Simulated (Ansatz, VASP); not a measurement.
One calculation of SrCl2, two programs

The input POSCAR:

```
SrCl2
1.0
    0.0000000000      3.4976593225      3.4976593225
    3.4976593225      0.0000000000      3.4976593225
    3.4976593225      3.4976593225      0.0000000000
Sr Cl
1 2
Direct
    0.0000000000      0.0000000000      0.0000000000
    0.7500000000      0.7500000000      0.7500000000
    0.2500000000      0.2500000000      0.2500000000
```

INCAR.step1

```
SYSTEM = SrCl2
ALGO = Normal ; EDIFF = 1E-5
ENCUT = 520 ; GGA = PE
ISIF = 2 ; ISMEAR = 0
LASPH = .True. ; LCHARG = .False.
LREAL = .False. ; LWAVE = .True.
NBANDS = 19 ; NELM = 60
PREC = Accurate ; SIGMA = 0.01
```

INCAR.step2

```
SYSTEM = SrCl2
ALGO = Normal ; EDIFF = 1E-6
ENCUT = 520 ; GGA = PE
HFSCREEN = 0.2079 ; ISIF = 2
ISMEAR = 0 ; ISTART = 1
LASPH = .True. ; LCHARG = .False.
LHFCALC = .True. ; LREAL = .False.
LWAVE = .False. ; NBANDS = 19
NELM = 60 ; PREC = Accurate
PRECFOCK = Normal ; SIGMA = 0.01
```

Contents of KPOINTS:

```
k-points
0
Gamma
  4 4 4
  0 0 0
```

Input for Ansatz:

```yaml
crystal:
  lattice:
    - [0.0, 3.4976593225, 3.4976593225]
    - [3.4976593225, 0.0, 3.4976593225]
    - [3.4976593225, 3.4976593225, 0.0]
  atoms:
    - { symbol: Sr, position: [0.0, 0.0, 0.0] }
    - { symbol: Cl, position: [0.75, 0.75, 0.75] }
    - { symbol: Cl, position: [0.25, 0.25, 0.25] }
kpoints:
  mp_grid: { grid: [4, 4, 4] }
  band_path:
    path:
      - [0.0, 0.0, 0.0]
      - [0.5, 0.0, 0.5]
      - [0.625, 0.25, 0.625]
      - [0.375, 0.375, 0.75]
      - [0.5, 0.5, 0.5]
      - [0.5, 0.25, 0.75]
      - [0.0, 0.5, 0.5]
    npoints: 1
hamiltonian:
  xc: hse06
scf:
  occupations: { method: fixed }
  n_extra_bands: 4
output:
  forces: true
  stress: true
  eigenvalues: true
  write_density: true
  write_potential: true
  elf: true
  volumetric_format: npy
```

Alike in both runs: task single point; functional HSE06; k mesh 4 × 4 × 4; no spin polarisation.

|  | VASP | Ansatz |
| --- | --- | --- |
| version | VASP 6.6.1 | Ansatz 0.2.0 |
| potentials or method | VASP PAW PBE potentials, release 64 (Sr_sv, Cl) | plane waves, PAW |
| plane-wave cutoff (eV) | 520 | 420 |
| occupations | gaussian, width 0.01 eV | fixed |
| valence electrons in the cell | 24 | 24 |

|  | VASP | Ansatz | Ansatz less VASP |
| --- | --- | --- | --- |
| gap on the k mesh at the Fermi level (eV) | 6.58 | 6.59 | +0.007 |
| pressure (GPa) | 0.3 | 0.2 | -0.06 |

Ansatz's warnings: stress exchange threshold loose, stress scf threshold loose.
